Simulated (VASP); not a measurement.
# Cs2Ge3 (P4mm) in VASP: further runs

The runs below take Cs2Ge3 through single point, with PBE.

Everything below comes from runs of VASP 6.6.1. Logs are shortened: lines on timing, memory, paths and dates and some standing lists are left out, and cuts for length are marked.

### 1 The cell of the first run

Symmetry: P4mm, No. 99, tetragonal system. The conventional cell has a = 4.332 Å, b = 4.332 Å, c = 11.279 Å, α = 90.00°, β = 90.00°, γ = 90.00°. Within 4.7 Å of Cs (site symmetry 4mm) lie 5 Ge at 3.59 to 4.42 Å and 4 Cs at 4.33 Å. Within 4.7 Å of Cs (site symmetry 4mm) lie 8 Ge at 3.58 to 4.05 Å and 4 Cs at 4.33 Å. Ge (site symmetry 2mm) has 6 Ge at 2.67 to 3.06 Å and 2 Cs at 3.59 Å within 3.6 Å. Within 3.6 Å of Ge (site symmetry 4mm) lie 4 Ge at 2.67 Å and 4 Cs at 3.58 Å.

The cell was built from a structure type or drawn by symmetry, and may not be a known phase.

### 2 Single point, PBE

File INCAR:

```
SYSTEM = Cs2Ge3
ALGO = Normal
EDIFF = 1E-6
ENCUT = 520
GGA = PE
ISIF = 2
ISMEAR = 0
LASPH = .TRUE.
LCHARG = .TRUE.
LELF = .TRUE.
LREAL = .FALSE.
LVHAR = .TRUE.
LWAVE = .FALSE.
NBANDS = 38
NELM = 80
PREC = Accurate
SIGMA = 0.1
```

File KPOINTS:

```
k-points
0
G
  4 4 4
  0 0 0
```

File POSCAR:

```
Cs2Ge3
1.0
    4.3321006253      0.0000000000      0.0000000000
    0.0000000000      4.3321006253      0.0000000000
    0.0000000000      0.0000000000     11.2793770449
Cs Ge
2 3
Direct
    0.0000000000      0.0000000000      0.7629904409
    0.5000000000      0.5000000000      0.3195870838
    0.5000000000      0.0000000000      1.0164388376
    0.0000000000      0.5000000000      1.0164388376
    0.0000000000      0.0000000000      0.1545447200
```

Potentials or basis: VASP PAW PBE potentials, release 64 (Cs_sv, Ge_d).

Launch:

```console
$ cat potpaw_PBE.64/Cs_sv/POTCAR potpaw_PBE.64/Ge_d/POTCAR > POTCAR
$ mpirun -np 1 vasp_std > vasp.out
```

OUTCAR:

```text
SYSTEM = Cs2Ge3
   EDIFF = 1E-6
   ENCUT = 520
   GGA = PE
   ISIF = 2
   ISMEAR = 0
   LASPH = .TRUE.
   LREAL = .FALSE.
   NELM = 80
   PREC = Accurate

 ion  position               nearest neighbor table
   1  0.000  0.000  0.763-
   2  0.500  0.500  0.320-
   3  0.500  0.000  0.016-   5 2.67   5 2.67
   4  0.000  0.500  0.016-   5 2.67   5 2.67
   5  0.000  0.000  0.155-   3 2.67   4 2.67   4 2.67   3 2.67

  LATTYP: Found a simple tetragonal cell.
 ALAT       =     4.3321006253
 C/A-ratio  =     2.6036738341

  Lattice vectors:

 A1 = (   4.3321006253,   0.0000000000,   0.0000000000)
 A2 = (   0.0000000000,   4.3321006253,   0.0000000000)
 A3 = (   0.0000000000,   0.0000000000,  11.2793770449)

Analysis of symmetry for initial positions (statically):
=====================================================================
 Subroutine PRICEL returns:
 Original cell was already a primitive cell.

 Routine SETGRP: Setting up the symmetry group for a
 simple tetragonal supercell.

 Subroutine GETGRP returns: Found  8 space group operations
 (whereof  8 operations were pure point group operations)
 out of a pool of 16 trial point group operations.

The static configuration has the point symmetry C_4v.

Analysis of symmetry for dynamics (positions and initial velocities):
=====================================================================
 Subroutine PRICEL returns:
 Original cell was already a primitive cell.

 Routine SETGRP: Setting up the symmetry group for a
 simple tetragonal supercell.

 Subroutine GETGRP returns: Found  8 space group operations
 (whereof  8 operations were pure point group operations)
 out of a pool of 16 trial point group operations.

The dynamic configuration has the point symmetry C_4v.

 Subroutine INISYM returns: Found  8 space group operations
 (whereof  8 operations are pure point group operations),
 and found     1 'primitive' translations

----------------------------------------------------------------------------------------
[... 84 lines left out ...]
   ISTART =      0    job   : 0-new  1-cont  2-samecut
   ICHARG =      2    charge: 1-file 2-atom 10-const
   ISPIN  =      1    spin polarized calculation?
   LNONCOLLINEAR =      F non collinear calculations
   LSORBIT =      F    spin-orbit coupling
   LASPH  =      T    aspherical Exc in radial PAW
   ENCUT  =  520.0 eV  38.22 Ry    6.18 a.u.   8.05  8.05 20.97*2*pi/ulx,y,z
   NELM   =     80;   NELMIN=  2; NELMDL= -5     # of ELM steps
   EDIFF  = 0.1E-05   stopping-criterion for ELM
   LREAL  =      F    real-space projection
   EDIFFG = 0.1E-04   stopping-criterion for IOM
   NSW    =      0    number of steps for IOM
   IBRION =     -1    ionic relax: 0-MD 1-quasi-New 2-CG
   NFREE  =      0    steps in history (QN), initial steepest desc. (CG)
   ISIF   =      2    stress and relaxation
   ISYM   =      2    0-nonsym 1-usesym 2-fastsym
   POTIM  = 0.5000    time-step for ionic-motion
   TEBEG  =    0.0;   TEEND  =   0.0 temperature during run
   PSTRESS=    0.0 pullay stress
   NELECT =      60.0000    total number of electrons
   NUPDOWN=      -1.0000    fix difference up-down
   EMIN   =  10.00;   EMAX   =-10.00  energy-range for DOS
   EFERMI =   0.00;   METHOD = LEGACY
   ISMEAR =     0;   SIGMA  =   0.10  broadening in eV -4-tet -1-fermi 0-gaus
   EFERMI_NEDOS =   21; number of points for ismear=-14 and -15
   IALGO  =     38    algorithm
   IMIX   =      4    mixing-type and parameters
     AMIX     =   0.40;   BMIX     =  1.00
     AMIX_MAG =   1.60;   BMIX_MAG =  1.00
  volume/ion in A,a.u.               =      42.34       285.70
  Fermi-wavevector in a.u.,A,eV,Ry     =   1.075386  2.032186 15.734536  1.156456
  Thomas-Fermi vector in A             =   2.211241
   LORBIT       =      0    0 simple, 1 ext, 2 COOP (PROOUT), +10 PAW based schemes
   GGA     = PE    functional components
   LHFCALC =     F    Hartree Fock is set to
   AEXX    =    0.0000 exact exchange contribution
   IVDW    =     0    specifies the selected vdW correction
   LEPSILON=     F    determine dielectric tensor
   LRPA    =     F    only Hartree local field effects (RPA)
 non-spin polarized calculation
 Gauss-broadening in eV      SIGMA  =   0.10
  energy-cutoff  :      520.00
  volume of cell :      211.68
 maximum number of plane-waves:      5768
   NGX = 17   NGY = 17   NGZ = 41

 number of electron      59.9999931 magnetization

 Free energy of the ion-electron system (eV)
  ---------------------------------------------------
  ext. energy  EPLUGINS =         0.00000000
  ---------------------------------------------------
  free energy    TOTEN  =       -15.44821959 eV

  energy without entropy =      -15.43760615  energy(sigma->0) =      -15.44291287

 E-fermi :   2.5613     XC(G=0):  -7.6653

 val. band max:        2.5519682836   @ k =   0.2500   0.0000   0.5000
 cond. band min:       2.5898916275   @ k =   0.5000   0.0000   0.5000
 fundamental gap:      0.0379233438
 Fermi energy:         2.5612620313

 k-point     1 :       0.0000    0.0000    0.0000
  band No.  band energies     occupation
      1     -21.8821      2.00000
      2     -21.8558      2.00000
      3     -21.8146      2.00000
      4     -21.8040      2.00000
      5     -21.8040      2.00000
      6     -21.7784      2.00000
[... 727 lines left out ...]
     37       5.5138      0.00000
     38       6.4379      0.00000

------------------------ aborting loop because EDIFF is reached ----------------------------------------

  FORCE on cell =-STRESS in cart. coord.  units (eV):
  Direction    XX          YY          ZZ          XY          YZ          ZX
  --------------------------------------------------------------------------------------
  -------------------------------------------------------------------------------------
  Total        0.0993435      0.0993435      0.4119486      0.0000000      0.0000000     -0.0000000
  in kB        0.7519137      0.7519137      3.1179664      0.0000000      0.0000000     -0.0000000
  external PRESSURE =       1.5405979 kB  Pullay stress =       0.0000000 kB

 VOLUME and BASIS-vectors are now :
 -----------------------------------------------------------------------------
  energy-cutoff  :      520.00
  volume of cell :      211.68
      direct lattice vectors                 reciprocal lattice vectors
     4.332100625  0.000000000  0.000000000     0.230834897  0.000000000  0.000000000
     0.000000000  4.332100625  0.000000000     0.000000000  0.230834897  0.000000000
     0.000000000  0.000000000 11.279377045     0.000000000  0.000000000  0.088657379

 POSITION                                       TOTAL-FORCE (eV/Angst)
 -----------------------------------------------------------------------------------
      0.00000      0.00000      8.60606         0.000000     -0.000000     -0.019663
      2.16605      2.16605      3.60474         0.000000     -0.000000      0.008289
      2.16605      0.00000      0.18542         0.000000     -0.000000     -0.007666
      0.00000      2.16605      0.18542         0.000000      0.000000     -0.007666
      0.00000      0.00000      1.74317         0.000000     -0.000000      0.026707
 -----------------------------------------------------------------------------------
    total drift:                                0.000000      0.000000     -0.005552

  FREE ENERGIE OF THE ION-ELECTRON SYSTEM (eV)
  ---------------------------------------------------
  free  energy   TOTEN  =       -15.4482195854 eV

  energy  without entropy=      -15.4376061454  energy(sigma->0) =      -15.44291287
```

OSZICAR:

```text
N       E                     dE             d eps       ncg     rms          rms(c)
DAV:   1     0.641166937235E+03    0.64117E+03   -0.28402E+04  1696   0.275E+03
DAV:   2     0.985588889605E+02   -0.54261E+03   -0.52338E+03  1472   0.785E+02
DAV:   3    -0.999400582981E+01   -0.10855E+03   -0.10678E+03  1530   0.201E+02
DAV:   4    -0.169532688106E+02   -0.69593E+01   -0.69363E+01  1624   0.623E+01
DAV:   5    -0.171438986970E+02   -0.19063E+00   -0.19057E+00  1662   0.103E+01    0.335E+00
DAV:   6    -0.159682858353E+02    0.11756E+01   -0.95985E-01  1844   0.875E+00    0.195E+00
DAV:   7    -0.155164511170E+02    0.45183E+00   -0.42897E+00  1816   0.662E+00    0.103E+00
DAV:   8    -0.154603784199E+02    0.56073E-01   -0.10959E+00  1596   0.422E+00    0.593E-01
DAV:   9    -0.154610206963E+02   -0.64228E-03   -0.90981E-02  1640   0.233E+00    0.281E-01
DAV:  10    -0.154480694696E+02    0.12951E-01   -0.61394E-02  1650   0.178E+00    0.121E-01
DAV:  11    -0.154486871392E+02   -0.61767E-03   -0.33117E-03  1592   0.467E-01    0.596E-02
DAV:  12    -0.154482164995E+02    0.47064E-03   -0.19883E-03  1660   0.265E-01    0.207E-02
DAV:  13    -0.154482140694E+02    0.24302E-05   -0.29922E-04  1786   0.763E-02    0.857E-03
DAV:  14    -0.154482199578E+02   -0.58884E-05   -0.19826E-05  1392   0.359E-02    0.539E-03
DAV:  15    -0.154482195854E+02    0.37238E-06   -0.42170E-06  1524   0.187E-02
   1 F= -.15448220E+02 E0= -.15442913E+02  d E =-.106134E-01
```

Run time: 3.3 min. Hardware: 1 thread of Intel Xeon 8259CL, shared host; peak memory 0.34 GiB.

Results:

```yaml
Free_energy: -15.4482 eV
Pressure: 0.2 GPa
Largest_force: 0.027 eV/Å
Band_gap_on_the_k_mesh: zero (bands 30 and 31 overlap by 0.04 eV)
```

Forces in eV/Å, atoms in the order of the input:
```
Cs   0.000  0.000 -0.020
Cs   0.000  0.000  0.008
Ge   0.000  0.000 -0.008
Ge   0.000  0.000 -0.008
Ge   0.000  0.000  0.027
```

Caveat: the k points lie up to 0.36 Å⁻¹ apart; spin-orbit coupling is left out, which moves the levels of the heavy elements.

### 3 Single point, PBE

This run uses another cell than the first one, of 29.54 Å³/atom.

File INCAR:

```
PREC = Accurate
ENCUT = 520
EDIFF = 1E-6
ISMEAR = 0
SIGMA = 0.1
LREAL = False
LASPH = True
NELM = 60
ALGO = Normal
ISIF = 2
LWAVE = False
LCHARG = False
GGA = PE
NBANDS = 38
```

File KPOINTS:

```
regular mesh
0
Gamma
  4 4 4
```

File POSCAR:

```
Cs2Ge3
1.0
    4.6460870400      0.0000000000      0.0000000000
    0.0000000000      4.6460870400      0.0000000000
    0.0000000000      0.0000000000      6.8431232800
Cs Ge
2 3
Direct
    0.0000000000      0.0000000000      0.7211286400
    0.5000000000      0.5000000000      0.2898103300
    0.5000000000      0.0000000000      0.9934612500
    0.0000000000      0.5000000000      0.9934612500
    0.0000000000      0.0000000000      0.2721384500
```

Potentials or basis: VASP PAW PBE potentials, release 64 (Cs_sv, Ge_d).

Launch:

```console
$ cat potpaw_PBE.64/Cs_sv/POTCAR potpaw_PBE.64/Ge_d/POTCAR > POTCAR
$ mpirun -np 1 vasp_std > vasp.out
```

Wall time 2.9 min (1 thread of Intel Xeon 8259CL, shared host); peak memory 0.29 GiB.

The run converged. Its results:

```yaml
Free_energy: -11.6160 eV
Pressure: 10.0 GPa
Largest_force: 3.158 eV/Å
```

Forces on the atoms (eV/Å):
```
Cs   0.000  0.000 -1.588
Cs   0.000  0.000  2.941
Ge   0.000  0.000  0.902
Ge   0.000  0.000  0.902
Ge   0.000  0.000 -3.158
```

Stress tensor (GPa, compression positive):
```
 8.57  0.00  0.00
 0.00  8.57  0.00
 0.00  0.00 12.78
```

Levels at points of the mesh, in eV from the Fermi level:
```tsv
k point	band 26	band 27	band 28	band 29	band 30	band 31	band 32	band 33	band 34	band 35
(0.00, 0.00, 0.00)	-5.67	-1.76	-1.76	-1.09	-0.44	0.87	0.87	2.12	2.70	2.84
(0.50, 0.00, 0.00)	-5.82	-2.11	-1.67	-1.23	-0.09	0.36	0.91	0.95	2.48	2.64
(0.50, 0.50, 0.00)	-6.43	-2.50	-1.20	-0.30	-0.30	1.93	1.93	2.18	3.48	3.50
(0.00, 0.00, 0.50)	-6.39	-1.81	-1.81	-1.25	-0.75	0.70	1.05	1.05	3.55	3.56
(0.50, 0.00, 0.50)	-6.13	-2.00	-1.66	-1.61	-0.24	0.60	0.63	2.02	2.10	3.10
(0.50, 0.50, 0.50)	-6.20	-2.93	-2.17	0.00	0.00	1.23	1.23	2.17	3.53	3.78
```

Caveat: the cell stands under pressure; spin-orbit coupling is left out, which moves the levels of the heavy elements; forces of over 1 eV/Å act on the atoms, so gaps and moduli don't describe the material at rest.
